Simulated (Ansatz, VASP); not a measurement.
## Two plane-wave programs on CoSn2

File POSCAR:

```
CoSn2
1.0
   -3.1825000000      3.1825000000      2.7285000000
    3.1825000000     -3.1825000000      2.7285000000
    3.1825000000      3.1825000000     -2.7285000000
Co Sn
2 4
Direct
    0.2500000000      0.2500000000      0.0000000000
    0.7500000000      0.7500000000      0.0000000000
    0.6580000000      0.1580000000      0.8160000000
    0.1580000000      0.3420000000      0.5000000000
    0.3420000000      0.8420000000      0.1840000000
    0.8420000000      0.6580000000      0.5000000000
```

Contents of INCAR.step1:

```
PREC     = Accurate       # precision mode
ENCUT    = 520            # plane-wave cutoff, eV
ISMEAR   = 0              # smearing method
SIGMA    = 0.1            # smearing width, eV
LREAL    = False          # projectors in reciprocal space
LASPH    = True           # aspherical terms in the spheres
NELM     = 80             # most SCF steps
NBANDS   = 46             # bands
GGA      = PE             # functional
ALGO     = Normal         # electronic algorithm
EDIFF    = 1E-4           # SCF threshold, eV
LWAVE    = True           # write WAVECAR
LCHARG   = False          # write CHGCAR
```

The input INCAR.step2:

```
PREC     = Accurate       # precision mode
ENCUT    = 520            # plane-wave cutoff, eV
EDIFF    = 1E-7           # SCF threshold, eV
ISMEAR   = 0              # smearing method
SIGMA    = 0.1            # smearing width, eV
LREAL    = False          # projectors in reciprocal space
LASPH    = True           # aspherical terms in the spheres
NELM     = 80             # most SCF steps
ALGO     = Normal         # electronic algorithm
ISIF     = 2              # what is computed and relaxed
LWAVE    = False          # write WAVECAR
LCHARG   = False          # write CHGCAR
METAGGA  = R2SCAN         # meta-GGA
LMIXTAU  = True         
NBANDS   = 46             # bands
ISTART   = 1
```

The input KPOINTS:

```
regular mesh
0
Gamma
  8 8 8
```

Input for Ansatz:

```yaml
crystal:
  lattice:
    - [-3.1825, 3.1825, 2.7285]
    - [3.1825, -3.1825, 2.7285]
    - [3.1825, 3.1825, -2.7285]
  atoms:
    - { symbol: Co, position: [0.25, 0.25, 0.0] }
    - { symbol: Co, position: [0.75, 0.75, 0.0] }
    - { symbol: Sn, position: [0.658, 0.158, 0.816] }
    - { symbol: Sn, position: [0.158, 0.342, 0.5] }
    - { symbol: Sn, position: [0.342, 0.842, 0.184] }
    - { symbol: Sn, position: [0.842, 0.658, 0.5] }
basis:
  ecutwfc: 500
kpoints:
  mp_grid: { grid: [8, 8, 8] }
hamiltonian:
  xc: r2scan
scf:
  occupations: { method: gaussian, width: 0.1 }
output:
  forces: true
  stress: true
  eigenvalues: true
```

Alike in both runs: task single point; functional r2SCAN; k mesh 8 × 8 × 8; occupations gaussian, width 0.1 eV; no spin polarisation.

|  | VASP | Ansatz |
| --- | --- | --- |
| version | VASP 6.6.1 | Ansatz 0.2.0 |
| potentials or method | VASP PAW PBE potentials, release 64 (Co, Sn_d), cutoff 520 eV | scalar-relativistic, plane waves, PAW |
| valence electrons in the cell | 74 | 90 |

|  | VASP | Ansatz | Ansatz less VASP |
| --- | --- | --- | --- |
| gap on the k mesh at the Fermi level (eV) | none | none | - |
| pressure (GPa) | -2.3 | -2.4 | -0.16 |
| traceless stress, the component that is largest in VASP (GPa) | -0.47 | -0.48 | -0.010 |
| rms of the force components (eV/Å) | 0.440 | 0.438 | -0.0018 |

VASP's potentials were made for PBE, not for r2SCAN. Atom by atom the forces differ by 0.002 eV/Å (rms over components). A gap of «none» marks a metal or a gap that the smearing closes. The functional is the same, so the differences come from potentials, cutoffs and numerics. VASP's potentials hold 74 valence electrons a cell and Ansatz's 90, so a difference there can come from the potentials and not from the codes.
